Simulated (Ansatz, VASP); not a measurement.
Two plane-wave programs on BN

File POSCAR:

```
BN
1.0
    2.5009753125      0.0000000000      0.0000000000
   -1.2504876563      2.1659081548      0.0000000000
    0.0000000000      0.0000000000      6.8741616654
B N
2 2
Direct
    0.3333333333      0.6666666667      0.2500000000
    0.6666666667      0.3333333333      0.7500000000
    0.3467767208      0.6299386490      0.7500000000
    0.6666666667      0.3333333333      0.2500000000
```

File INCAR.step1:

```
SYSTEM = BN
PREC = Accurate ; ENCUT = 520
ISMEAR = 0 ; SIGMA = 0.05
LREAL = .False. ; LASPH = .True.
NELM = 100 ; NBANDS = 16
GGA = PE ; ALGO = Normal
EDIFF = 1E-4 ; LWAVE = .True.
LCHARG = .False.
```

Contents of INCAR.step2:

```
SYSTEM = BN
PREC = Accurate ; ENCUT = 520
EDIFF = 1E-7 ; ISMEAR = 0
SIGMA = 0.05 ; LREAL = .False.
LASPH = .True. ; NELM = 100
ALGO = Normal ; ISIF = 2
LWAVE = .False. ; LCHARG = .False.
METAGGA = R2SCAN ; LMIXTAU = .True.
NBANDS = 16 ; ISTART = 1
```

File KPOINTS:

```
Automatic mesh
0
Gamma
  12 12 4
  0 0 0
```

Input for Ansatz:

```yaml
crystal:
  lattice:
    - [2.5009753125, 0.0, 0.0]
    - [-1.2504876563, 2.1659081548, 0.0]
    - [0.0, 0.0, 6.8741616654]
  atoms:
    - { symbol: B, position: [0.3333333333, 0.6666666667, 0.25] }
    - { symbol: B, position: [0.6666666667, 0.3333333333, 0.75] }
    - { symbol: "N", position: [0.3467767208, 0.629938649, 0.75] }
    - { symbol: "N", position: [0.6666666667, 0.3333333333, 0.25] }
basis:
  ecutwfc: 500
kpoints:
  mp_grid: { grid: [12, 12, 4] }
hamiltonian:
  xc: r2scan
scf:
  occupations: { method: gaussian, width: 0.05 }
output:
  forces: true
  stress: true
  eigenvalues: true
```

Alike in both runs: task single point; functional r2SCAN; k mesh 12 × 12 × 4; occupations gaussian, width 0.05 eV; no spin polarisation.

```csv
,VASP,Ansatz
version,VASP 6.6.1,Ansatz 0.2.0
potentials or method,"VASP PAW PBE potentials, release 64 (B, N), cutoff 520 eV","scalar-relativistic, plane waves, PAW"
valence electrons in the cell,16,16
```

Ansatz gave:

```
gap on the k mesh at the Fermi level (eV)                     : 4.60
least direct gap on the mesh (eV)                             : 5.07
pressure (GPa)                                                : 2.6
traceless stress, the component that is largest in VASP (GPa) : 5.81
rms of the force components (eV/Å)                            : 2.217
```

Question: Which values does VASP return?

Answer: gap on the k mesh at the Fermi level (eV): 4.65; least direct gap on the mesh (eV): 5.12; pressure (GPa): 2.9; traceless stress, the component that is largest in VASP (GPa): 6.12; rms of the force components (eV/Å): 2.205.

VASP's potentials were made for PBE, not for r2SCAN. Atom by atom the forces differ by 0.012 eV/Å (rms over components). The functional is the same, so the differences come from potentials, cutoffs and numerics.
